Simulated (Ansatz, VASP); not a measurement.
## Two plane-wave programs on Sn

```
Sn
1.0
    -1.96601    1.96601    1.96601
     1.96601   -1.96601    1.96601
     1.96601    1.96601   -1.96601
Sn
1
Direct
  0.00000 0.00000 0.00000
```

Change from the starting cell: strain +0.050 along x and y, +0.050 along z, atoms carried along.

Alike in both runs: task single point; functional PBEsol; k mesh 22 × 22 × 22; occupations gaussian, width 0.15 eV; no spin polarisation.

|  | VASP | Ansatz |
| --- | --- | --- |
| version | VASP 6.6.1 | Ansatz 0.2.0 |
| potentials or method | VASP PAW PBE potentials, release 64 (Sn_d), cutoff 520 eV | scalar-relativistic, plane waves, PAW |
| valence electrons in the cell | 14 | 14 |

|  | VASP | Ansatz | Ansatz less VASP |
| --- | --- | --- | --- |
| gap on the k mesh at the Fermi level (eV) | none | none | - |
| pressure (GPa) | -5.8 | -5.9 | -0.04 |

VASP's potentials were made for PBE, not for PBEsol. A gap of «none» marks a metal or a gap that the smearing closes.
